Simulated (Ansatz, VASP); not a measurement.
## ZnS in VASP and in Ansatz

File INCAR:

```
ALGO     = Normal         # electronic algorithm
EDIFF    = 1E-6           # SCF threshold, eV
ENCUT    = 500            # plane-wave cutoff, eV
GGA      = PE             # functional
GGA_COMPAT= False        
ISIF     = 2              # what is computed and relaxed
ISMEAR   = 0              # smearing method
LASPH    = True           # aspherical terms in the spheres
LCHARG   = True           # write CHGCAR
LELF     = True           # ELF
LREAL    = False          # projectors in reciprocal space
LVHAR    = True         
LWAVE    = False          # write WAVECAR
NBANDS   = 16             # bands
NELM     = 120            # most SCF steps
PREC     = Accurate       # precision mode
SIGMA    = 0.01           # smearing width, eV
```

KPOINTS

```
k-points
0
Gamma
  5 5 5
```

Contents of POSCAR:

```
ZnS
1.0
    0.0000000000      2.6940955541      2.6940955541
    2.6940955541      0.0000000000      2.6940955541
    2.6940955541      2.6940955541      0.0000000000
Zn S
1 1
Direct
    0.2500000000      0.2500000000      0.2500000000
    0.0000000000      0.0000000000      0.0000000000
```

Input for Ansatz:

```yaml
crystal:
  lattice:
    - [0.0, 2.6940955541, 2.6940955541]
    - [2.6940955541, 0.0, 2.6940955541]
    - [2.6940955541, 2.6940955541, 0.0]
  atoms:
    - { symbol: Zn, position: [0.25, 0.25, 0.25] }
    - { symbol: S, position: [0.0, 0.0, 0.0] }
kpoints:
  mp_grid: { grid: [5, 5, 5] }
hamiltonian:
  xc: pbe
scf:
  occupations: { method: fixed }
  n_extra_bands: 4
output:
  forces: true
  stress: true
  eigenvalues: true
```

Alike in both runs: task single point; functional PBE; k mesh 5 × 5 × 5; no spin polarisation.

|  | VASP | Ansatz |
| --- | --- | --- |
| version | VASP 6.6.1 | Ansatz 0.2.0 |
| potentials or method | VASP PAW PBE potentials, release 64 (Zn, S) | plane waves |
| plane-wave cutoff (eV) | 500 | 420 |
| occupations | gaussian, width 0.01 eV | fixed |
| valence electrons in the cell | 18 | 18 |

```tsv
	VASP	Ansatz	Ansatz less VASP
gap on the k mesh at the Fermi level (eV)	2.15	2.14	-0.005
pressure (GPa)	2.5	2.4	-0.16
```
